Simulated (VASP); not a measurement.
## Si2Mo: single point with LDA

Crystal: Si2Mo.

```
Mo Si
1.0
    -1.60000    1.60000    3.93050
     1.60000   -1.60000    3.93050
     1.60000    1.60000   -3.93050
Mo Si
1 2
Cartesian
  0.0000 0.0000 0.0000
  0.0000 0.0000 5.2433
  0.0000 0.0000 2.6177
```

```json
{"Program": "VASP 6.6.1", "Task": "single point", "Functional": "LDA", "Potentials or basis": "VASP PAW LDA potentials, release 64 (Mo_sv, Si)", "Cutoff": "520 eV", "k mesh": "12 × 12 × 12", "Occupations": "fermi-dirac, width 0.05 eV", "Spin": "no spin polarisation", "Dipole correction": "no", "Further INCAR settings": "ALGO = Normal; EDIFF = 1e-06; NBANDS = 18"}
```

```json
{
  "Pressure": "-5.5 GPa",
  "Largest force": "0.366 eV/Å",
  "Band gap on the k mesh": "zero (bands 11 and 12 overlap by 1.03 eV)"
}
```

Forces on the atoms (eV/Å):
```
Mo   0.000  0.000  0.000
Si   0.000  0.000 -0.366
Si   0.000  0.000  0.366
```

Stress tensor (GPa, compression positive):
```
-4.92  0.00  0.00
 0.00 -4.92  0.00
 0.00  0.00 -6.75
```

Levels at points of the mesh, in eV from the Fermi level:
| k point | band 9 | band 10 | band 11 | band 12 | band 13 | band 14 |
| --- | --- | --- | --- | --- | --- | --- |
| (0.00, 0.00, 0.00) | -2.66 | -2.66 | 0.41 | 3.03 | 3.18 | 3.63 |
| (0.50, 0.00, 0.00) | -2.63 | -2.51 | -0.52 | 2.22 | 3.00 | 3.99 |
| (0.50, 0.50, 0.00) | -4.48 | -3.06 | -1.09 | 2.27 | 2.67 | 2.98 |
| (0.50, 0.50, 0.50) | -0.60 | -0.60 | -0.52 | -0.52 | 0.55 | 4.57 |

Run time: 2.7 min on 1 thread of Intel Xeon 8259CL, with other jobs on the host, peak memory 0.25 GiB.

Caveat: the cell stands under tension.
